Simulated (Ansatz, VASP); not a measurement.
**Ni: VASP beside Ansatz**

File INCAR:

```
  PREC = Accurate
  ENCUT = 520
  EDIFF = 1E-6
  ISMEAR = -1
  SIGMA = 0.08
  LREAL = False
  LASPH = True
  NELM = 150
  ALGO = Normal
  ISIF = 2
  LWAVE = False
  LCHARG = False
  ISPIN = 2
  MAGMOM = 1.5 1.5
  LORBIT = 11
  LMAXMIX = 4
  GGA = CA
  NBANDS = 21
```

File KPOINTS:

```
Automatic mesh
0
Gamma
  15 15 8
```

File POSCAR:

```
Ni
1.0
    2.3501019819      0.0000000000      0.0000000000
   -1.1750509910      2.0352480178      0.0000000000
    0.0000000000      0.0000000000      4.0728075700
Ni
2
Direct
    0.3333333333      0.6666666667      0.2500000000
    0.6666666667      0.3333333333      0.7500000000
```

Input for Ansatz:

```yaml
crystal:
  lattice:
    - [2.3501019819, 0.0, 0.0]
    - [-1.175050991, 2.0352480178, 0.0]
    - [0.0, 0.0, 4.07280757]
  atoms:
    - { symbol: Ni, position: [0.3333333333, 0.6666666667, 0.25], spin: 1.5 }
    - { symbol: Ni, position: [0.6666666667, 0.3333333333, 0.75], spin: 1.5 }
magnetization:
  spin_polarized: true
kpoints:
  mp_grid: { grid: [15, 15, 8] }
scf:
  occupations: { method: fermi_dirac, width: 0.08 }
hamiltonian:
  xc: lda
  pseudopotentials: { kind: all_electron, lapw: { basis_error: 0.001 } }
output:
  forces: true
  stress: true
  eigenvalues: true
```

Change from the starting cell: x and y stretched by -4 %, z held.

Alike in both runs: task single point; functional LDA; k mesh 15 × 15 × 8; occupations fermi-dirac, width 0.08 eV; collinear spin.

|  | VASP | Ansatz |
| --- | --- | --- |
| version | VASP 6.6.1 | Ansatz 0.2.0 |
| potentials or method | VASP PAW LDA potentials, release 64 (Ni), cutoff 520 eV | all-electron LAPW, scalar-relativistic |

Ansatz gave:

```
pressure (GPa)                                                : 10.0
traceless stress, the component that is largest in VASP (GPa) : -12.43
net moment per atom (μB)                                      : 0.60
size of the moment on the site where the two differ most (μB) : 0.61
```

Which values does VASP return?

Pressure (GPa): 9.7; traceless stress, the component that is largest in VASP (GPa): -12.24; net moment per atom (μB): 0.57; size of the moment on the site where the two differ most (μB): 0.56.

LDA's correlation is that of Perdew and Zunger in VASP and of Perdew and Wang (1992) in Ansatz. Site moments also hang on the region over which each program counts them. Ansatz ran all-electron here, and VASP with PAW potentials.
